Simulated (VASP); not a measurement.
# TiSi16 (a cell with a defect) in VASP: relaxation of the atoms with PBE

Aim: the relaxation of the atoms of TiSi16 (a cell with a defect) with PBE.

All numbers are computed with VASP 6.6.1; they aren't measurements. Logs are shortened: lines on timing, memory, paths and dates and some standing lists are left out, and cuts for length are marked.

### 1 The cell of the first run

The cell holds a defect, 17 atoms: a = 7.679 Å, b = 7.679 Å, c = 7.679 Å, α = 60.00°, β = 60.00°, γ = 60.00°.

### 2 Relaxation of the atoms, PBE

INCAR reads:

```
ALGO = Normal
EDIFF = 1E-7
EDIFFG = -0.08
ENCUT = 450
GGA = PE
GGA_COMPAT = False
IBRION = 2
ISIF = 2
ISMEAR = -1
LASPH = True
LCHARG = False
LREAL = False
LWAVE = False
NELM = 120
NELMIN = 4
NSW = 45
PREC = Accurate
SIGMA = 0.02
```

KPOINTS reads:

```
k-points
0
Gamma
  2 2 2
```

POSCAR reads:

```
TiSi16
1.0
    0.0000000000      5.4300000000      5.4300000000
    5.4300000000      0.0000000000      5.4300000000
    5.4300000000      5.4300000000      0.0000000000
Si Ti
16 1
Direct
    0.0000000000      0.0000000000      0.0000000000
    0.1250000000      0.1250000000      0.1250000000
    0.0000000000      0.0000000000      0.5000000000
    0.1250000000      0.1250000000      0.6250000000
    0.0000000000      0.5000000000      0.0000000000
    0.1250000000      0.6250000000      0.1250000000
    0.0000000000      0.5000000000      0.5000000000
    0.1250000000      0.6250000000      0.6250000000
    0.5000000000      0.0000000000      0.0000000000
    0.6250000000      0.1250000000      0.1250000000
    0.5000000000      0.0000000000      0.5000000000
    0.6250000000      0.1250000000      0.6250000000
    0.5000000000      0.5000000000      0.0000000000
    0.6250000000      0.6250000000      0.1250000000
    0.5000000000      0.5000000000      0.5000000000
    0.6250000000      0.6250000000      0.6250000000
    0.7489795000      0.7587382000      0.7402973000
```

Potentials or basis: VASP PAW PBE potentials, release 64 (Si, Ti_sv).

On the command line:

```sh
$ cat potpaw_PBE.64/Si/POTCAR potpaw_PBE.64/Ti_sv/POTCAR > POTCAR
$ mpirun -np 1 vasp_std > vasp.out
```

OUTCAR:

```text
EDIFF = 1E-7
   EDIFFG = -0.08
   ENCUT = 450
   GGA = PE
   IBRION = 2
   ISIF = 2
   ISMEAR = -1
   LASPH = True
   LREAL = False
   NELM = 120
   NELMIN = 4
   NSW = 45
   PREC = Accurate

 ion  position               nearest neighbor table
   1  0.000  0.000  0.000-   2 2.35   4 2.35   6 2.35  10 2.35
   2  0.125  0.125  0.125-   1 2.35   3 2.35   5 2.35   9 2.35
   3  0.000  0.000  0.500-   2 2.35   4 2.35   8 2.35  12 2.35  17 2.67
   4  0.125  0.125  0.625-   1 2.35   3 2.35   7 2.35  11 2.35
   5  0.000  0.500  0.000-   2 2.35   6 2.35   8 2.35  14 2.35  17 2.77
   6  0.125  0.625  0.125-   1 2.35   5 2.35   7 2.35  13 2.35
   7  0.000  0.500  0.500-   4 2.35   6 2.35   8 2.35  16 2.35  17 2.71
   8  0.125  0.625  0.625-   3 2.35   5 2.35   7 2.35  15 2.35  17 2.36
   9  0.500  0.000  0.000-   2 2.35  10 2.35  12 2.35  14 2.35  17 2.72
  10  0.625  0.125  0.125-   1 2.35   9 2.35  11 2.35  13 2.35
  11  0.500  0.000  0.500-   4 2.35  10 2.35  12 2.35  16 2.35  17 2.66
  12  0.625  0.125  0.625-  17 2.30   9 2.35  11 2.35  15 2.35   3 2.35
  13  0.500  0.500  0.000-   6 2.35  10 2.35  14 2.35  16 2.35  17 2.76
  14  0.625  0.625  0.125-   5 2.35   9 2.35  13 2.35  15 2.35  17 2.41
  15  0.500  0.500  0.500-   8 2.35  12 2.35  14 2.35  16 2.35
  16  0.625  0.625  0.625-  17 2.34  11 2.35  13 2.35  15 2.35   7 2.35
  17  0.749  0.759  0.740-  12 2.30  16 2.34   8 2.36  14 2.41  11 2.66   3 2.67   7 2.71   9 2.72
                            13 2.76   5 2.77

  LATTYP: Found a face centered cubic cell.
 ALAT       =    10.8600000000

  Lattice vectors:

 A1 = (   0.0000000000,   5.4300000000,   5.4300000000)
 A2 = (   5.4300000000,   0.0000000000,   5.4300000000)
 A3 = (   5.4300000000,   5.4300000000,   0.0000000000)

Analysis of symmetry for initial positions (statically):
=====================================================================
 Subroutine PRICEL returns:
 Original cell was already a primitive cell.

 Routine SETGRP: Setting up the symmetry group for a
 face centered cubic supercell.

 Subroutine GETGRP returns: Found  1 space group operations
 (whereof  1 operations were pure point group operations)
 out of a pool of 48 trial point group operations.

The static configuration has the point symmetry C_1 .

Analysis of symmetry for dynamics (positions and initial velocities):
=====================================================================
 Subroutine PRICEL returns:
 Original cell was already a primitive cell.

 Routine SETGRP: Setting up the symmetry group for a
 face centered cubic supercell.

 Subroutine GETGRP returns: Found  1 space group operations
 (whereof  1 operations were pure point group operations)
 out of a pool of 48 trial point group operations.

The dynamic configuration has the point symmetry C_1 .

[... 105 lines left out ...]
   ISPIN  =      1    spin polarized calculation?
   LNONCOLLINEAR =      F non collinear calculations
   LSORBIT =      F    spin-orbit coupling
   LASPH  =      T    aspherical Exc in radial PAW
   ENCUT  =  450.0 eV  33.07 Ry    5.75 a.u.  13.28 13.28 13.28*2*pi/ulx,y,z
   NELM   =    120;   NELMIN=  4; NELMDL= -5     # of ELM steps
   EDIFF  = 0.1E-06   stopping-criterion for ELM
   LREAL  =      F    real-space projection
   EDIFFG = -.8E-01   stopping-criterion for IOM
   NSW    =     45    number of steps for IOM
   IBRION =      2    ionic relax: 0-MD 1-quasi-New 2-CG
   NFREE  =      1    steps in history (QN), initial steepest desc. (CG)
   ISIF   =      2    stress and relaxation
   ISYM   =      2    0-nonsym 1-usesym 2-fastsym
   POTIM  = 0.5000    time-step for ionic-motion
   TEBEG  =    0.0;   TEEND  =   0.0 temperature during run
   PSTRESS=    0.0 pullay stress
   NELECT =      76.0000    total number of electrons
   NUPDOWN=      -1.0000    fix difference up-down
   EMIN   =  10.00;   EMAX   =-10.00  energy-range for DOS
   EFERMI =   0.00;   METHOD = LEGACY
   ISMEAR =    -1;   SIGMA  =   0.02  broadening in eV -4-tet -1-fermi 0-gaus
   EFERMI_NEDOS =   21; number of points for ismear=-14 and -15
   IALGO  =     38    algorithm
   IMIX   =      4    mixing-type and parameters
     AMIX     =   0.40;   BMIX     =  1.00
     AMIX_MAG =   1.60;   BMIX_MAG =  1.00
  volume/ion in A,a.u.               =      18.84       127.11
  Fermi-wavevector in a.u.,A,eV,Ry     =   1.013607  1.915439 13.978610  1.027399
  Thomas-Fermi vector in A             =   2.146786
   LORBIT       =      0    0 simple, 1 ext, 2 COOP (PROOUT), +10 PAW based schemes
   GGA     = PE    functional components
   LHFCALC =     F    Hartree Fock is set to
   AEXX    =    0.0000 exact exchange contribution
   IVDW    =     0    specifies the selected vdW correction
   LEPSILON=     F    determine dielectric tensor
   LRPA    =     F    only Hartree local field effects (RPA)
 conjugate gradient relaxation of ions
 non-spin polarized calculation
  energy-cutoff  :      450.00
  volume of cell :      320.21
 maximum number of plane-waves:      6958
 NGX is ok and might be reduce to    54
   NGX = 27   NGY = 27   NGZ = 27

--------------------------------------- Ionic step        1  -------------------------------------------

 number of electron      76.0000000 magnetization

 Free energy of the ion-electron system (eV)
  ---------------------------------------------------
  ext. energy  EPLUGINS =         0.00000000
  ---------------------------------------------------
  free energy    TOTEN  =       -91.78845365 eV

  energy without entropy =      -91.74504887  energy(sigma->0) =      -91.76675126

------------------------ aborting loop because EDIFF is reached ----------------------------------------

  FORCE on cell =-STRESS in cart. coord.  units (eV):
  Direction    XX          YY          ZZ          XY          YZ          ZX
  --------------------------------------------------------------------------------------
  -------------------------------------------------------------------------------------
  Total        9.9377660      9.8984006      9.9174144     -0.5156298      0.0803363      0.7206333
  in kB       49.7244357     49.5274677     49.6226047     -2.5799964      0.4019693      3.6057483
  external PRESSURE =      49.6248360 kB  Pullay stress =       0.0000000 kB
[... 242 lines left out ...]
--------------------------------------- Ionic step        6  -------------------------------------------

 number of electron      75.9999998 magnetization

 Free energy of the ion-electron system (eV)
  ---------------------------------------------------
  ext. energy  EPLUGINS =         0.00000000
  ---------------------------------------------------
  free energy    TOTEN  =       -92.20550882 eV

  energy without entropy =      -92.18139153  energy(sigma->0) =      -92.19345017

 E-fermi :   6.9299     XC(G=0):  -9.7515

 val. band max:        6.8905464924   @ k =   0.5000   0.0000   0.5000
 cond. band min:       6.9550953316   @ k =   0.5000   0.0000   0.0000
 fundamental gap:      0.0645488392
 Fermi energy:         6.9299093674

 k-point     1 :       0.0000    0.0000    0.0000
  band No.  band energies     occupation
      1     -49.8785      2.00000
      2     -26.2567      2.00000
      3     -26.2532      2.00000
      4     -26.2480      2.00000
      5      -5.7210      2.00000
      6      -3.5133      2.00000
[... 433 lines left out ...]
  FREE ENERGIE OF THE ION-ELECTRON SYSTEM (eV)
  ---------------------------------------------------
  free  energy   TOTEN  =       -92.2055088182 eV

  energy  without entropy=      -92.1813915307  energy(sigma->0) =      -92.19345017

 reached required accuracy - stopping structural energy minimisation
```

OSZICAR:

```text
N       E                     dE             d eps       ncg     rms          rms(c)
DAV:   1     0.321296003546E+03    0.32130E+03   -0.28948E+04   800   0.125E+03
DAV:   2    -0.560117421509E+02   -0.37731E+03   -0.36464E+03   862   0.249E+02
DAV:   3    -0.920522839752E+02   -0.36041E+02   -0.34800E+02  1104   0.688E+01
DAV:   4    -0.945195338272E+02   -0.24672E+01   -0.24193E+01  1136   0.157E+01
[... 62 lines left out ...]
DAV:   3    -0.922055250102E+02    0.66055E-04   -0.97203E-04  1051   0.169E-01    0.392E-02
DAV:   4    -0.922055096132E+02    0.15397E-04   -0.91046E-05   947   0.508E-02    0.243E-02
DAV:   5    -0.922055080212E+02    0.15921E-05   -0.24718E-05   960   0.266E-02    0.771E-03
DAV:   6    -0.922055087248E+02   -0.70367E-06   -0.45834E-06   896   0.954E-03    0.340E-03
DAV:   7    -0.922055088182E+02   -0.93366E-07   -0.21405E-07   664   0.231E-03
   6 F= -.92205509E+02 E0= -.92193450E+02  d E =-.172636E-02
```

It took 13 min on 1 thread of Oxide Virtual Turin-like, shared host; peak memory 0.41 GiB.

Results:

| Quantity | Value |
| --- | --- |
| Free energy | -92.2055 eV |
| Energy gained by relaxing | 24.5 meV/atom |
| Ionic steps | 6 |
| Pressure after relaxing | 4.0 GPa |
| Largest force after relaxing | 0.053 eV/Å |
| Band gap on the k mesh | zero (bands 38 and 39 overlap by 0.43 eV) |

Forces in eV/Å, atoms in the order of the input:
```
Si   0.000 -0.002  0.001
Si  -0.003 -0.001 -0.007
Si   0.008 -0.010  0.008
Si   0.000  0.005 -0.003
Si  -0.008  0.021  0.008
Si   0.006 -0.002  0.003
Si  -0.013 -0.004 -0.001
Si   0.003 -0.014  0.000
Si   0.016 -0.017  0.017
Si  -0.002  0.008  0.000
Si   0.006 -0.005  0.007
Si  -0.007 -0.005  0.003
Si  -0.010 -0.011 -0.020
Si  -0.011 -0.015  0.013
Si   0.001  0.016 -0.011
Si   0.002 -0.003  0.011
Ti   0.011  0.042 -0.030
```

The path:
| step | energy change (eV) | largest force (eV/Å) | pressure (GPa) |
| --- | --- | --- | --- |
| 1 | 0.0000 | 2.2771 | 4.96 |
| 2 | -0.4007 | 0.6511 | 3.99 |
| 3 | -0.4033 | 0.4366 | 4.02 |
| 4 | -0.4143 | 0.2378 | 3.99 |
| 5 | -0.4153 | 0.1254 | 3.99 |
| 6 | -0.4171 | 0.0530 | 4.01 |

Final structure:
```yaml
crystal:
  lattice:
    - [0.00000, 5.43000, 5.43000]
    - [5.43000, 0.00000, 5.43000]
    - [5.43000, 5.43000, 0.00000]
  atoms:
    - { symbol: Si, position: [0.00000, 0.99991, 0.00013] }
    - { symbol: Si, position: [0.12356, 0.12395, 0.12316] }
    - { symbol: Si, position: [0.00303, 0.00375, 0.49652] }
    - { symbol: Si, position: [0.12331, 0.12377, 0.62946] }
    - { symbol: Si, position: [0.00324, 0.49713, 0.00262] }
    - { symbol: Si, position: [0.12365, 0.62931, 0.12328] }
    - { symbol: Si, position: [0.00311, 0.49693, 0.49663] }
    - { symbol: Si, position: [0.13730, 0.62100, 0.62080] }
    - { symbol: Si, position: [0.49682, 0.00382, 0.00248] }
    - { symbol: Si, position: [0.62935, 0.12391, 0.12309] }
    - { symbol: Si, position: [0.49660, 0.00371, 0.49647] }
    - { symbol: Si, position: [0.62037, 0.13888, 0.62037] }
    - { symbol: Si, position: [0.49692, 0.49708, 0.00258] }
    - { symbol: Si, position: [0.62131, 0.62149, 0.13584] }
    - { symbol: Si, position: [0.49980, 0.50177, 0.49803] }
    - { symbol: Si, position: [0.62072, 0.62082, 0.62066] }
    - { symbol: Ti, position: [0.74988, 0.75151, 0.74819] }
```

Levels at points of the mesh, in eV from the Fermi level:
```csv
k point,band 35,band 36,band 37,band 38,band 39,band 40
"(0.00, 0.00, 0.00)",-0.99,-0.98,-0.41,-0.40,-0.40,-0.10
"(0.50, 0.00, 0.00)",-1.37,-1.36,-0.28,0.03,0.04,0.44
"(0.00, 0.50, 0.00)",-1.36,-1.36,-0.28,0.03,0.04,0.44
"(0.00, 0.00, 0.50)",-1.37,-1.36,-0.28,0.03,0.03,0.44
"(0.50, 0.50, 0.50)",-1.37,-1.36,-0.28,0.03,0.04,0.44
"(0.50, 0.50, 0.00)",-2.00,-1.88,-0.70,-0.04,0.57,0.57
"(0.00, 0.50, 0.50)",-2.00,-1.88,-0.70,-0.04,0.57,0.57
"(0.50, 0.00, 0.50)",-2.00,-1.88,-0.71,-0.04,0.56,0.58
```

Caveat: the k points lie up to 0.50 Å⁻¹ apart; the relaxation stopped at a loose force limit of 0.08 eV/Å, so its end isn't a converged minimum.

The gap in the log of VASP goes by the Fermi energy; the results here count the filled bands.